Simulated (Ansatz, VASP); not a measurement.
**Two plane-wave programs on B5Pt**

Contents of INCAR:

```
  ALGO = Normal
  EDIFF = 1E-6
  EDIFFG = -0.04
  ENCUT = 600
  GGA = PE
  IBRION = 2
  ISIF = 3
  ISMEAR = 0
  LASPH = True
  LCHARG = False
  LREAL = False
  LWAVE = False
  NELM = 100
  NSW = 90
  PREC = Accurate
  SIGMA = 0.1
```

File KPOINTS:

```
k-points
0
Gamma
  6 6 6
```

File POSCAR:

```
B5Pt
1.0
    0.0000000000      3.0978985400      3.0978985400
    3.0978985400      0.0000000000      3.0978985400
    3.0978985400      3.0978985400      0.0000000000
B Pt
5 1
Direct
    0.0825391900      0.0825391900      0.0825391900
    0.0825391900      0.0825391900      0.7523824200
    0.0825391900      0.7523824200      0.0825391900
    0.7523824200      0.0825391900      0.0825391900
    0.5000000000      0.5000000000      0.5000000000
    0.2500000000      0.2500000000      0.2500000000
```

Input for Ansatz:

```yaml
crystal:
  lattice:
    - [0.0, 3.09789854, 3.09789854]
    - [3.09789854, 0.0, 3.09789854]
    - [3.09789854, 3.09789854, 0.0]
  atoms:
    - { symbol: B, position: [0.08253919, 0.08253919, 0.08253919] }
    - { symbol: B, position: [0.08253919, 0.08253919, 0.75238242] }
    - { symbol: B, position: [0.08253919, 0.75238242, 0.08253919] }
    - { symbol: B, position: [0.75238242, 0.08253919, 0.08253919] }
    - { symbol: B, position: [0.5, 0.5, 0.5] }
    - { symbol: Pt, position: [0.25, 0.25, 0.25] }
basis:
  ecutwfc: 420
kpoints:
  mp_grid: { grid: [6, 6, 6] }
hamiltonian:
  xc: pbe
scf:
  occupations: { method: gaussian, width: 0.1 }
  lower_state_search: "off"
output:
  forces: true
  stress: true
  eigenvalues: true
relax:
  adjacent_minimum: "off"
  f_tol: 0.04
  max_steps: 70
  cell: { stress_tol: 0.4 }
```

Alike in both runs: task relaxation of cell and atoms; functional PBE; k mesh 6 × 6 × 6; occupations gaussian, width 0.1 eV; no spin polarisation.

```csv
,VASP,Ansatz
version,VASP 6.6.1,Ansatz 0.2.0
potentials or method,"VASP PAW PBE potentials, release 64 (B, Pt), cutoff 600 eV","scalar-relativistic, plane waves, PAW"
valence electrons in the cell,25,33
```

|  | VASP | Ansatz | Ansatz less VASP |
| --- | --- | --- | --- |
| gap on the k mesh at the Fermi level, each at its own relaxed structure (eV) | none | none | - |
| relaxed volume (Å³/atom) | 14.12 | 14.09 | -0.027 |
| relaxed cell length with the largest relative difference (Å) | 4.930 | 4.927 | -0.0032 |

A gap of «none» marks a metal or a gap that the smearing closes. VASP's potentials hold 25 valence electrons a cell and Ansatz's 33, so a difference there can come from the potentials and not from the codes.

Neither program's run includes spin-orbit coupling. Noted on VASP's run: the volume moved by over 15 % at a fixed basis, so the end points are rough.
